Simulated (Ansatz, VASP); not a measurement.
## Two plane-wave programs on SnO

Contents of POSCAR:

```
SnO
1.0
    3.3301945070      0.0000000000      0.0000000000
   -1.6650972535      2.8840330426      0.0000000000
    0.0000000000      0.0000000000     18.5435665642
Sn O
4 4
Direct
    0.0000000000      0.0000000000     -0.0027326677
    0.3333333333      0.6666666667      0.2463782473
    0.0000000000      0.0000000000      0.4972673323
    0.6666666667      0.3333333333      0.7463782473
    0.0000000000      0.0000000000      0.1902282771
    0.3333333333      0.6666666667      0.4411261433
    0.0000000000      0.0000000000      0.6902282771
    0.6666666667      0.3333333333      0.9411261433
```

INCAR.step1

```
PREC     = Accurate       # precision mode
ENCUT    = 520            # plane-wave cutoff, eV
ISMEAR   = 0              # smearing method
SIGMA    = 0.01           # smearing width, eV
LREAL    = False          # projectors in reciprocal space
LASPH    = True           # aspherical terms in the spheres
NELM     = 80             # most SCF steps
NBANDS   = 50             # bands
GGA      = PE             # functional
ALGO     = Normal         # electronic algorithm
EDIFF    = 1E-4           # SCF threshold, eV
LWAVE    = True           # write WAVECAR
LCHARG   = False          # write CHGCAR
```

Contents of INCAR.step2:

```
PREC     = Accurate       # precision mode
ENCUT    = 520            # plane-wave cutoff, eV
EDIFF    = 1E-7           # SCF threshold, eV
ISMEAR   = 0              # smearing method
SIGMA    = 0.01           # smearing width, eV
LREAL    = False          # projectors in reciprocal space
LASPH    = True           # aspherical terms in the spheres
NELM     = 80             # most SCF steps
ALGO     = Normal         # electronic algorithm
ISIF     = 2              # what is computed and relaxed
LWAVE    = False          # write WAVECAR
LCHARG   = True           # write CHGCAR
METAGGA  = R2SCAN         # meta-GGA
LMIXTAU  = True         
LELF     = True           # ELF
LVHAR    = True         
NBANDS   = 50             # bands
ISTART   = 1
```

KPOINTS

```
regular mesh
0
Gamma
  9 9 2
```

Input for Ansatz:

```yaml
crystal:
  lattice:
    - [3.330194507, 0.0, 0.0]
    - [-1.6650972535, 2.8840330426, 0.0]
    - [0.0, 0.0, 18.5435665642]
  atoms:
    - { symbol: Sn, position: [0.0, 0.0, -0.0027326677] }
    - { symbol: Sn, position: [0.3333333333, 0.6666666667, 0.2463782473] }
    - { symbol: Sn, position: [0.0, 0.0, 0.4972673323] }
    - { symbol: Sn, position: [0.6666666667, 0.3333333333, 0.7463782473] }
    - { symbol: O, position: [0.0, 0.0, 0.1902282771] }
    - { symbol: O, position: [0.3333333333, 0.6666666667, 0.4411261433] }
    - { symbol: O, position: [0.0, 0.0, 0.6902282771] }
    - { symbol: O, position: [0.6666666667, 0.3333333333, 0.9411261433] }
kpoints:
  mp_grid: { grid: [9, 9, 2] }
hamiltonian:
  xc: r2scan
scf:
  occupations: { method: fixed }
  n_extra_bands: 6
output:
  forces: true
  stress: true
  eigenvalues: true
```

Alike in both runs: task single point; functional r2SCAN; k mesh 9 × 9 × 2; no spin polarisation.

|  | VASP | Ansatz |
| --- | --- | --- |
| version | VASP 6.6.1 | Ansatz 0.2.0 |
| potentials or method | VASP PAW PBE potentials, release 64 (Sn_d, O) | plane waves, PAW |
| plane-wave cutoff (eV) | 520 | 500 |
| occupations | gaussian, width 0.01 eV | fixed |
| valence electrons in the cell | 80 | 80 |

```csv
,VASP,Ansatz,Ansatz less VASP
gap on the k mesh at the Fermi level (eV),1.69,1.72,+0.031
pressure (GPa),-1.5,-1.9,-0.40
"traceless stress, the component that is largest in VASP (GPa)",0.39,0.55,+0.162
rms of the force components (eV/Å),0.107,0.168,+0.0601
```

VASP's potentials were made for PBE, not for r2SCAN. Atom by atom the forces differ by 0.060 eV/Å (rms over components).
